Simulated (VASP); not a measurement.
# C (I4_1/amd) in VASP: further runs

Runs on C. Level: r2SCAN. Tasks: single point.

All numbers are computed with VASP 6.6.1; they aren't measurements. Logs are shortened: lines on timing, memory, paths and dates and some standing lists are left out, and cuts for length are marked.

## (1) The cell of the first run

It takes space group I4_1/amd (No. 141, tetragonal). Conventional cell: a = 2.518 Å, b = 2.518 Å, c = 3.738 Å, α = 90.00°, β = 90.00°, γ = 90.00°. Within 2.1 Å of C (site symmetry -4m2) lie 4 C at 1.57 Å.

## (2) Single point, r2SCAN (strain +0.000 along x and y, +0.050 along z)

POSCAR reads:

```
C
1.0
    0.0000000000      1.7801417069      1.8691487922
    1.7801417069      0.0000000000      1.8691487922
    1.7801417069      1.7801417069      0.0000000000
C
2
Direct
    0.5000000000      0.5000000000      0.5000000000
    0.7500000000      0.7500000000      0.7500000000
```

INCAR.step1 reads:

```
PREC     = Accurate       # precision mode
ENCUT    = 520            # plane-wave cutoff, eV
ISMEAR   = 0              # smearing method
SIGMA    = 0.05           # smearing width, eV
LREAL    = F              # projectors in reciprocal space
LASPH    = T              # aspherical terms in the spheres
NELM     = 60             # most SCF steps
NBANDS   = 11             # bands
GGA      = PE             # functional
ALGO     = Normal         # electronic algorithm
EDIFF    = 1E-4           # SCF threshold, eV
LWAVE    = T              # write WAVECAR
LCHARG   = F              # write CHGCAR
```

INCAR.step2 reads:

```
PREC     = Accurate       # precision mode
ENCUT    = 520            # plane-wave cutoff, eV
EDIFF    = 1E-6           # SCF threshold, eV
ISMEAR   = 0              # smearing method
SIGMA    = 0.05           # smearing width, eV
LREAL    = F              # projectors in reciprocal space
LASPH    = T              # aspherical terms in the spheres
NELM     = 60             # most SCF steps
ALGO     = Normal         # electronic algorithm
ISIF     = 2              # what is computed and relaxed
LWAVE    = F              # write WAVECAR
LCHARG   = T              # write CHGCAR
METAGGA  = R2SCAN         # meta-GGA
LMIXTAU  = T            
LELF     = T              # ELF
LVHAR    = T            
NBANDS   = 11             # bands
ISTART   = 1
```

KPOINTS reads:

```
Automatic mesh
0
Gamma
  12 12 12
```

Potentials or basis: VASP PAW PBE potentials, release 64 (C).

Run with:

```console
> cat potpaw_PBE.64/C/POTCAR > POTCAR
> cp INCAR.step1 INCAR
> mpirun -np 1 vasp_std > vasp.out
> cp INCAR.step2 INCAR
> mpirun -np 1 vasp_std > vasp.out
```

OUTCAR:

```text
PREC = Accurate
   ENCUT = 520
   EDIFF = 1E-6
   ISMEAR = 0
   LREAL = F
   LASPH = T
   NELM = 60
   ISIF = 2
   METAGGA = R2SCAN
   ISTART = 1

 ion  position               nearest neighbor table
   1  0.500  0.500  0.500-   2 1.57   2 1.57   2 1.57   2 1.57
   2  0.750  0.750  0.750-   1 1.57   1 1.57   1 1.57   1 1.57

  LATTYP: Found a body centered tetragonal cell.
 ALAT       =     2.5175005448
 C/A-ratio  =     1.4849242405

  Lattice vectors:

 A1 = (  -1.7801417069,   0.0000000000,   1.8691487922)
 A2 = (   1.7801417069,   0.0000000000,   1.8691487922)
 A3 = (   0.0000000000,   1.7801417069,  -1.8691487922)

Analysis of symmetry for initial positions (statically):
=====================================================================
 Subroutine PRICEL returns:
 Original cell was already a primitive cell.

 Routine SETGRP: Setting up the symmetry group for a
 body centered tetragonal supercell.

 Subroutine GETGRP returns: Found 16 space group operations
 (whereof  8 operations were pure point group operations)
 out of a pool of 16 trial point group operations.

The static configuration has the point symmetry D_2d.
 The point group associated with its full space group is D_4h.

Analysis of symmetry for dynamics (positions and initial velocities):
=====================================================================
 Subroutine PRICEL returns:
 Original cell was already a primitive cell.

 Routine SETGRP: Setting up the symmetry group for a
 body centered tetragonal supercell.

 Subroutine GETGRP returns: Found 16 space group operations
 (whereof  8 operations were pure point group operations)
 out of a pool of 16 trial point group operations.

The dynamic configuration has the point symmetry D_2d.
 The point group associated with its full space group is D_4h.

 Subroutine INISYM returns: Found 16 space group operations
 (whereof  8 operations are pure point group operations),
 and found     1 'primitive' translations

----------------------------------------------------------------------------------------

                                     Primitive cell

  volume of cell :      11.8463

  direct lattice vectors                    reciprocal lattice vectors
     0.000000000  1.780141707  1.869148792    -0.280876516  0.280876516  0.267501443
     1.780141707  0.000000000  1.869148792     0.280876516 -0.280876516  0.267501443
     1.780141707  1.780141707  0.000000000     0.280876516  0.280876516 -0.267501443

  length of vectors
     2.581205475  2.581205475  2.517500545     0.478894828  0.478894828  0.478894828

  position of ions in fractional coordinates (direct lattice)
     0.500000000  0.500000000  0.500000000
     0.750000000  0.750000000  0.750000000

  ion indices of the primitive-cell ions
   primitive index   ion index
                 1           1
                 2           2

----------------------------------------------------------------------------------------

 KPOINTS: Automatic mesh

Automatic generation of k-mesh.
 Grid dimensions read from file:
 generate k-points for:   12   12   12

 Generating k-lattice:

  Cartesian coordinates                     Fractional coordinates (reciprocal lattice)
    -0.023406376  0.023406376  0.022291787     0.083333333  0.000000000  0.000000000
     0.023406376 -0.023406376  0.022291787     0.000000000  0.083333333  0.000000000
     0.023406376  0.023406376 -0.022291787     0.000000000  0.000000000  0.083333333

  Length of vectors
     0.039907902  0.039907902  0.039907902

  Shift w.r.t. Gamma in fractional coordinates (k-lattice)
     0.000000000  0.000000000  0.000000000

 Subroutine IBZKPT returns following result:
 ===========================================

 Found    163 irreducible k-points:

 Following reciprocal coordinates:
            Coordinates               Weight
  0.000000  0.000000  0.000000      1.000000
  0.083333  0.000000  0.000000      8.000000
  0.166667  0.000000  0.000000      8.000000
  0.250000  0.000000  0.000000      8.000000
  0.333333  0.000000  0.000000      8.000000
[... 41 lines left out ...]

 Free energy of the ion-electron system (eV)
  ---------------------------------------------------
  ext. energy  EPLUGINS =         0.00000000
  ---------------------------------------------------
  free energy    TOTEN  =       -19.56836583 eV

  energy without entropy =      -19.56836583  energy(sigma->0) =      -19.56836583

 E-fermi :   9.7007     XC(G=0): -14.0237

 val. band max:        9.3594366636   @ k =   0.0000   0.0000   0.0000
 cond. band min:      12.9724241927   @ k =   0.3333   0.0000   0.3333
 fundamental gap:      3.6129875291
 Fermi energy:         9.7006751779

 k-point     1 :       0.0000    0.0000    0.0000
  band No.  band energies     occupation
      1     -13.0067      2.00000
      2       8.5716      2.00000
      3       9.3594      2.00000
      4       9.3594      2.00000
      5      14.6223      0.00000
      6      14.6223      0.00000
      7      15.2626      0.00000
      8      21.8373      0.00000
      9      28.9307      0.00000
     10      34.4779      0.00000
     11      35.7985      0.00000

 k-point     2 :       0.0833    0.0000    0.0000
  band No.  band energies     occupation
      1     -12.8113      2.00000
      2       7.7011      2.00000
      3       8.6216      2.00000
      4       9.0429      2.00000
      5      15.0657      0.00000
      6      15.1223      0.00000
      7      15.8778      0.00000
      8      22.0760      0.00000
      9      29.2697      0.00000
     10      32.7795      0.00000
     11      34.9966      0.00000

 k-point     3 :       0.1667    0.0000    0.0000
  band No.  band energies     occupation
      1     -12.2283      2.00000
      2       5.1993      2.00000
      3       7.7666      2.00000
      4       8.3659      2.00000
      5      15.9102      0.00000
      6      16.0476      0.00000
      7      16.9669      0.00000
      8      22.7757      0.00000
      9      29.9435      0.00000
     10      31.5809      0.00000
     11      33.1631      0.00000
[... 267 lines left out ...]
 k-point    23 :       0.5000    0.1667    0.0000
  band No.  band energies     occupation
      1      -7.3843      2.00000
      2      -3.0656      2.00000
      3       3.4270      2.00000
      4       5.5352      2.00000
      5      16.9760      0.00000
      6      19.8136      0.00000
      7      20.1791      0.00000
      8      24.3354      0.00000
      9      29.7431      0.00000
     10      33.0284      0.00000
     11      36.3393      0.00000

 k-point    24 :      -0.4167    0.1667    0.0000
  band No.  band energies     occupation
      1      -6.8037      2.00000
      2      -3.7631      2.00000
      3       2.9715      2.00000
      4       5.9349      2.00000
      5      17.4739      0.00000
      6      19.6381      0.00000
      7      19.7259      0.00000
      8      25.0340      0.00000
      9      29.4788      0.00000
     10      33.9555      0.00000
     11      34.0821      0.00000

 [... further k-points ...]

------------------------ aborting loop because EDIFF is reached ----------------------------------------

  FORCE on cell =-STRESS in cart. coord.  units (eV):
  Direction    XX          YY          ZZ          XY          YZ          ZX
  --------------------------------------------------------------------------------------
  -------------------------------------------------------------------------------------
  Total       -0.2256888     -0.2256888     -3.7726917      0.0000000      0.0000000      0.0000000
  in kB      -30.5237245    -30.5237245   -510.2451465      0.0000000      0.0000000      0.0000000
  external PRESSURE =    -190.4308651 kB  Pullay stress =       0.0000000 kB

 VOLUME and BASIS-vectors are now :
 -----------------------------------------------------------------------------
  energy-cutoff  :      520.00
  volume of cell :       11.85
      direct lattice vectors                 reciprocal lattice vectors
     0.000000000  1.780141707  1.869148792    -0.280876516  0.280876516  0.267501443
     1.780141707  0.000000000  1.869148792     0.280876516 -0.280876516  0.267501443
     1.780141707  1.780141707  0.000000000     0.280876516  0.280876516 -0.267501443

 POSITION                                       TOTAL-FORCE (eV/Angst)
 -----------------------------------------------------------------------------------
      1.78014      1.78014      1.86915         0.000000      0.000000      0.000000
      2.67021      2.67021      2.80372        -0.000000     -0.000000      0.000000
 -----------------------------------------------------------------------------------
    total drift:                                0.000000     -0.000000      0.000000

  FREE ENERGIE OF THE ION-ELECTRON SYSTEM (eV)
  ---------------------------------------------------
  free  energy   TOTEN  =       -19.5683658300 eV

  energy  without entropy=      -19.5683658300  energy(sigma->0) =      -19.56836583
```

It took 30 s on 1 thread of Intel Xeon 6975P-C (Granite Rapids), shared host; peak memory 0.13 GiB.

What came out:

| Quantity | Value |
| --- | --- |
| Free energy | -19.5684 eV |
| Pressure | -19.0 GPa |
| Band gap on the k mesh | 3.61 eV, indirect (least direct gap 5.26 eV) |

Caveat: the cell differs from its parent crystal (strain +0.000 along x and y, +0.050 along z); the PAW data sets were made with another functional, which shifts forces and pressure a little.

## (3) Single point, r2SCAN (strain +0.025 along x and y, +0.000 along z)

POSCAR reads:

```
C
1.0
    0.0000000000      1.8246452496      1.7801417069
    1.8246452496      0.0000000000      1.7801417069
    1.8246452496      1.8246452496      0.0000000000
C
2
Direct
    0.5000000000      0.5000000000      0.5000000000
    0.7500000000      0.7500000000      0.7500000000
```

INCAR.step1 reads:

```
ALGO     = Normal         # electronic algorithm
EDIFF    = 1E-4           # SCF threshold, eV
ENCUT    = 520            # plane-wave cutoff, eV
GGA      = PE             # functional
ISMEAR   = 0              # smearing method
LASPH    = T              # aspherical terms in the spheres
LCHARG   = F              # write CHGCAR
LREAL    = F              # projectors in reciprocal space
LWAVE    = T              # write WAVECAR
NBANDS   = 11             # bands
NELM     = 80             # most SCF steps
PREC     = Accurate       # precision mode
SIGMA    = 0.05           # smearing width, eV
```

INCAR.step2 reads:

```
ALGO     = Normal         # electronic algorithm
EDIFF    = 1E-6           # SCF threshold, eV
ENCUT    = 520            # plane-wave cutoff, eV
ISIF     = 2              # what is computed and relaxed
ISMEAR   = 0              # smearing method
ISTART   = 1            
LASPH    = T              # aspherical terms in the spheres
LCHARG   = F              # write CHGCAR
LMIXTAU  = T            
LREAL    = F              # projectors in reciprocal space
LWAVE    = F              # write WAVECAR
METAGGA  = R2SCAN         # meta-GGA
NBANDS   = 11             # bands
NELM     = 80             # most SCF steps
PREC     = Accurate       # precision mode
SIGMA    = 0.05           # smearing width, eV
```

KPOINTS reads:

```
k-points
0
Gamma
  12 12 12
```

Potentials or basis: VASP PAW PBE potentials, release 64 (C).

Run with:

```console
> cat potpaw_PBE.64/C/POTCAR > POTCAR
> cp INCAR.step1 INCAR
> mpirun -np 1 vasp_std > vasp.out
> cp INCAR.step2 INCAR
> mpirun -np 1 vasp_std > vasp.out
```

Wall time 27 s (1 thread of Intel Xeon 6975P-C (Granite Rapids), shared host); peak memory 0.12 GiB.

Results (log left out):

- Free energy: -19.6105 eV
- Pressure: -19.4 GPa
- Band gap on the k mesh: 3.61 eV, indirect (least direct gap 5.26 eV)

Stress tensor (GPa, compression positive):
```
-26.88   0.00   0.00
  0.00 -26.88   0.00
  0.00   0.00  -4.35
```

Levels at points of the mesh, in eV from the valence-band top:
| k point | band 1 | band 2 | band 3 | band 4 | band 5 | band 6 | band 7 | band 8 |
| --- | --- | --- | --- | --- | --- | --- | --- | --- |
| (0.00, 0.00, 0.00) | -22.34 | -0.37 | -0.37 | 0.00 | 5.26 | 5.58 | 5.58 | 12.52 |
| (0.50, 0.00, 0.00) | -16.64 | -13.80 | -3.32 | -2.89 | 7.93 | 8.34 | 8.88 | 16.02 |
| (0.50, 0.50, 0.00) | -13.27 | -13.27 | -6.87 | -6.87 | 4.27 | 4.27 | 17.03 | 17.03 |
| (0.50, 0.00, 0.50) | -13.64 | -13.64 | -6.50 | -6.50 | 4.85 | 4.85 | 16.86 | 16.86 |

Caveat: the cell differs from its parent crystal (strain +0.025 along x and y, +0.000 along z); the PAW data sets were made with another functional, which shifts forces and pressure a little. A k mesh can miss the band edges.

## (4) Single point, r2SCAN (strain +0.025 along x and y, +0.050 along z)

POSCAR reads:

```
C
1.0
    0.0000000000      1.8246452496      1.8691487922
    1.8246452496      0.0000000000      1.8691487922
    1.8246452496      1.8246452496      0.0000000000
C
2
Direct
    0.5000000000      0.5000000000      0.5000000000
    0.7500000000      0.7500000000      0.7500000000
```

INCAR.step1 reads:

```
SYSTEM = C
PREC = Accurate ; ENCUT = 520
ISMEAR = 0 ; SIGMA = 0.05
LREAL = .False. ; LASPH = .True.
NELM = 100 ; NBANDS = 11
GGA = PE ; ALGO = Normal
EDIFF = 1E-4 ; LWAVE = .True.
LCHARG = .False.
```

INCAR.step2 reads:

```
SYSTEM = C
PREC = Accurate ; ENCUT = 520
EDIFF = 1E-7 ; ISMEAR = 0
SIGMA = 0.05 ; LREAL = .False.
LASPH = .True. ; NELM = 100
ALGO = Normal ; ISIF = 2
LWAVE = .False. ; LCHARG = .True.
METAGGA = R2SCAN ; LMIXTAU = .True.
LELF = .True. ; LVHAR = .True.
NBANDS = 11 ; ISTART = 1
```

KPOINTS reads:

```
Automatic mesh
0
Gamma
  12 12 12
  0 0 0
```

Run with:

```console
> cat potpaw_PBE.64/C/POTCAR > POTCAR
> cp INCAR.step1 INCAR
> mpirun -np 1 vasp_std > vasp.out
> cp INCAR.step2 INCAR
> mpirun -np 1 vasp_std > vasp.out
```

Wall time 35 s (1 thread of Intel Xeon 6975P-C (Granite Rapids), shared host); peak memory 0.13 GiB.

It converged, with:

| Quantity | Value |
| --- | --- |
| Free energy | -19.5079 eV |
| Pressure | -36.1 GPa |
| Band gap on the k mesh | 3.83 eV, indirect (least direct gap 5.36 eV) |

Stress tensor (GPa, compression positive):
```
-28.81   0.00   0.00
  0.00 -28.81   0.00
  0.00   0.00 -50.63
```

Levels at points of the mesh, in eV from the valence-band top:
| k point | band 1 | band 2 | band 3 | band 4 | band 5 | band 6 | band 7 | band 8 |
| --- | --- | --- | --- | --- | --- | --- | --- | --- |
| (0.00, 0.00, 0.00) | -21.57 | -0.37 | 0.00 | 0.00 | 5.36 | 5.36 | 5.67 | 11.53 |
| (0.50, 0.00, 0.00) | -16.15 | -13.16 | -3.07 | -2.64 | 7.50 | 8.44 | 8.51 | 15.65 |
| (0.50, 0.50, 0.00) | -13.29 | -13.29 | -5.99 | -5.99 | 5.03 | 5.03 | 16.23 | 16.23 |
| (0.50, 0.00, 0.50) | -12.95 | -12.95 | -6.32 | -6.32 | 4.49 | 4.49 | 16.34 | 16.34 |

Caveat: the cell differs from its parent crystal (strain +0.025 along x and y, +0.050 along z); the PAW data sets were made with another functional, which shifts forces and pressure a little.

## (5) Single point, r2SCAN (strain +0.050 along x and y, +0.025 along z)

POSCAR reads:

```
C
1.0
    0.0000000000      1.8691487922      1.8246452496
    1.8691487922      0.0000000000      1.8246452496
    1.8691487922      1.8691487922      0.0000000000
C
2
Direct
    0.5000000000      0.5000000000      0.5000000000
    0.7500000000      0.7500000000      0.7500000000
```

INCAR.step1 reads:

```
PREC = Accurate ; ENCUT = 520
ISMEAR = 0 ; SIGMA = 0.05
LREAL = F ; LASPH = T
NELM = 80 ; NBANDS = 11
GGA = PE ; ALGO = Normal
EDIFF = 1E-4 ; LWAVE = T
LCHARG = F
```

INCAR.step2 reads:

```
PREC = Accurate ; ENCUT = 520
EDIFF = 1E-6 ; ISMEAR = 0
SIGMA = 0.05 ; LREAL = F
LASPH = T ; NELM = 80
ALGO = Normal ; ISIF = 2
LWAVE = F ; LCHARG = F
METAGGA = R2SCAN ; LMIXTAU = T
NBANDS = 11 ; ISTART = 1
```

KPOINTS reads:

```
Automatic mesh
0
Gamma
  12 12 12
```

Run with:

```console
> cat potpaw_PBE.64/C/POTCAR > POTCAR
> cp INCAR.step1 INCAR
> mpirun -np 1 vasp_std > vasp.out
> cp INCAR.step2 INCAR
> mpirun -np 1 vasp_std > vasp.out
```

Run time: 28 s. Hardware: 1 thread of Intel Xeon 6975P-C (Granite Rapids), shared host; peak memory 0.13 GiB.

It converged, with:

```
Free energy            : -19.4336 eV
Pressure               : -43.2 GPa
Band gap on the k mesh : 3.49 eV, indirect (least direct gap 5.09 eV)
```

Stress tensor (GPa, compression positive):
```
-49.90   0.00   0.00
  0.00 -49.90   0.00
  0.00   0.00 -29.70
```

Levels at points of the mesh, in eV from the valence-band top:
```csv
k point,band 1,band 2,band 3,band 4,band 5,band 6,band 7,band 8
"(0.00, 0.00, 0.00)",-21.37,-0.34,-0.34,0.00,5.09,5.39,5.39,10.89
"(0.50, 0.00, 0.00)",-16.07,-13.02,-3.10,-2.70,7.16,8.07,8.38,15.29
"(0.50, 0.50, 0.00)",-12.78,-12.78,-6.40,-6.40,4.15,4.15,15.95,15.95
"(0.50, 0.00, 0.50)",-13.12,-13.12,-6.07,-6.07,4.68,4.68,15.80,15.80
```

Caveat: the cell differs from its parent crystal (strain +0.050 along x and y, +0.025 along z); the PAW data sets were made with another functional, which shifts forces and pressure a little.

## (6) Overview

| cell | gap on the mesh (eV) | pressure (GPa) |
| --- | --- | --- |
| a = 2.581, b = 2.581, c = 2.518 Å, angles 60.8, 60.8, 58.4°, 2 atoms | 3.61 | -19.0 |
| a = 2.549, b = 2.549, c = 2.580 Å, angles 59.6, 59.6, 60.8°, 2 atoms | 3.61 | -19.4 |
| a = 2.612, b = 2.612, c = 2.580 Å, angles 60.4, 60.4, 59.2°, 2 atoms | 3.83 | -36.1 |
| a = 2.612, b = 2.612, c = 2.643 Å, angles 59.6, 59.6, 60.8°, 2 atoms | 3.49 | -43.2 |

Alike in all rows: task single point; level r2SCAN; potentials or basis VASP PAW PBE potentials, release 64 (C); no spin polarisation; k mesh 12 × 12 × 12; cutoff (eV) 520; smearing gaussian 0.05 eV.

Caveats: the PAW data sets were made with another functional, which shifts forces and pressure a little.

Total energies depend on the potentials used, so only differences within one code and one set of settings carry meaning.
